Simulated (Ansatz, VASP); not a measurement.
**One calculation of BeP3, two programs**

```xyz
4
Lattice="3.7506 0.0000 0.0000 0.0000 3.7506 0.0000 0.0000 0.0000 3.7506" Properties=species:S:1:pos:R:3 pbc="T T T"
Be    0.0000    0.0000    0.0000
P     0.0000    1.8753    1.8753
P     1.8753    0.0000    1.8753
P     1.8753    1.8753    0.0000
```

Alike in both runs: functional PBE; k mesh 12 × 12 × 12; occupations gaussian, width 0.1 eV; no spin polarisation.

Ansatz relaxed the structure, and its values are those at the end. VASP's run is a single point on that final structure, the one shown.

|  | VASP | Ansatz |
| --- | --- | --- |
| version | VASP 6.6.1 | Ansatz 0.2.0 |
| potentials or method | VASP PAW PBE potentials, release 64 (Be, P), cutoff 520 eV | scalar-relativistic, plane waves, PAW |
| valence electrons in the cell | 17 | 17 |

```csv
,VASP,Ansatz,Ansatz less VASP
gap on the k mesh at the Fermi level (eV),none,none,-
pressure (GPa),-0.1,0.0,+0.13
```

A gap of «none» marks a metal or a gap that the smearing closes. The functional is the same, so the differences come from potentials, cutoffs and numerics.
